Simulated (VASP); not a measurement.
Set up this calculation in VASP 6.6.1, as the native input.

```
Task                   : single point
Functional             : PBE
Potentials or basis    : VASP PAW PBE potentials, release 64 (Sn_d, Se)
Cutoff                 : 520 eV
k mesh                 : 6 × 6 × 2
Occupations            : fermi-dirac, width 0.146 eV
Spin                   : no spin polarisation
Dipole correction      : no
Further INCAR settings : ALGO = Normal; EDIFF = 1e-06; NBANDS = 28
```

The structure of SnSe lies in POSCAR:

```
SnSe
1.0
    5.0747781503      0.0000000000      0.0000000000
   -2.5373890752      4.3948867967      0.0000000000
    0.0000000000      0.0000000000      6.1736757433
Sn Se
2 2
Direct
    0.3116609875      0.6510757006     -0.0325984079
    0.6924963551      0.3497084387      0.4818102090
    0.3268665447      0.6594456545      0.3992830370
    0.6668841905      0.3393757494      0.8876753862
```

The input as run:

INCAR

```
SYSTEM = SnSe
PREC     = Accurate       ! precision mode
ENCUT    = 520            ! plane-wave cutoff, eV
EDIFF    = 1E-6           ! SCF threshold, eV
ISMEAR   = -1             ! smearing method
SIGMA    = 0.146          ! smearing width, eV
LREAL    = .False.        ! projectors in reciprocal space
LASPH    = .True.         ! aspherical terms in the spheres
NELM     = 80             ! most SCF steps
ALGO     = Normal         ! electronic algorithm
ISIF     = 2              ! what is computed and relaxed
LWAVE    = .False.        ! write WAVECAR
LCHARG   = .True.         ! write CHGCAR
GGA      = PE             ! functional
LELF     = .True.         ! ELF
LVHAR    = .True.       
NBANDS   = 28             ! bands
```

KPOINTS

```
regular mesh
0
Gamma
  6 6 2
  0 0 0
```

Potentials or basis: VASP PAW PBE potentials, release 64 (Sn_d, Se).

The run is started by

```console
$ cat potpaw_PBE.64/Sn_d/POTCAR potpaw_PBE.64/Se/POTCAR > POTCAR
$ mpirun -np 1 vasp_std > vasp.out
```

Results of the run:

* Pressure: 3.7 GPa
* Largest force: 1.662 eV/Å
* Band gap on the k mesh: 0.79 eV (least direct gap 1.25 eV)

Caveat: the k points lie up to 0.51 Å⁻¹ apart; the structure was generated, so it needn't be the stable form of SnSe; semilocal functionals underestimate gaps, and a narrow one can read as zero; spin-orbit coupling is left out, which moves the levels of the heavy elements; forces of over 1 eV/Å act on the atoms, so gaps and moduli don't describe the material at rest.

Wall time 3 min on 1 thread of Intel(R) Xeon(R) Platinum 8559C (Emerald Rapids) (shared host), peak memory 0.32 GiB.
